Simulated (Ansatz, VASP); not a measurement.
**Two plane-wave programs on CdSe**

```xyz
2
Lattice="0.0000 2.8740 2.8740 2.8740 0.0000 2.8740 2.8740 2.8740 0.0000" Properties=species:S:1:pos:R:3 pbc="T T T"
Cd    0.0000    0.0000    0.3750
Se    2.8740    2.8740    2.8740
```

Change from the starting cell: one atom moved.

Alike in both runs: task single point; functional PBEsol; k mesh 12 × 12 × 12; occupations gaussian, width 0.1 eV; no spin polarisation.

|  | VASP | Ansatz |
| --- | --- | --- |
| version | VASP 6.6.1 | Ansatz 0.2.0 |
| potentials or method | VASP PAW PBE potentials, release 64 (Cd, Se), cutoff 500 eV | scalar-relativistic, plane waves, PAW |
| valence electrons in the cell | 18 | 36 |

|  | VASP | Ansatz | Ansatz less VASP |
| --- | --- | --- | --- |
| gap on the k mesh at the Fermi level (eV) | none | none | - |
| pressure (GPa) | -0.2 | -0.6 | -0.42 |
| traceless stress, the component that is largest in VASP (GPa) | 7.45 | 7.22 | -0.225 |
| rms of the force components (eV/Å) | 0.597 | 0.568 | -0.0287 |

VASP's potentials were made for PBE, not for PBEsol. Atom by atom the forces differ by 0.029 eV/Å (rms over components). A gap of «none» marks a metal or a gap that the smearing closes. VASP's potentials hold 18 valence electrons a cell and Ansatz's 36, so a difference there can come from the potentials and not from the codes.
